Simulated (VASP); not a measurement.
Here is a VASP 6.6.1 calculation.

The input INCAR:

```
PREC = Accurate
ENCUT = 520
EDIFF = 1E-7
ISMEAR = 0
SIGMA = 0.05
LREAL = F
LASPH = T
NELM = 80
ALGO = Normal
ISIF = 2
LWAVE = F
LCHARG = F
GGA = PE
NBANDS = 11
```

KPOINTS

```
Automatic mesh
0
Gamma
  12 12 12
```

The input POSCAR:

```
SiC
1.0
    0.0000000000      2.1703957230      2.1703957230
    2.1703957230      0.0000000000      2.1703957230
    2.2096075390      2.2096075390     -0.0392118161
Si C
1 1
Direct
    0.0000000000      0.0000000000      0.0000000000
    0.7500000000      0.7500000000      0.7500000000
```

Potentials or basis: VASP PAW PBE potentials, release 64 (Si, C).

The run is started by

```sh
$ cat potpaw_PBE.64/Si/POTCAR potpaw_PBE.64/C/POTCAR > POTCAR
$ mpirun -np 1 vasp_std > vasp.out
```

What does it give for the largest force?

0.199 eV/Å.

What does it give for the band gap on the k mesh?

1.31 eV, indirect (least direct gap 4.38 eV).

Estimate the pressure.

0.2 GPa.

Forces in eV/Å, atoms in the order of the input:
```
Si   0.115  0.115 -0.115
C   -0.115 -0.115  0.115
```

A k mesh can miss the band edges.
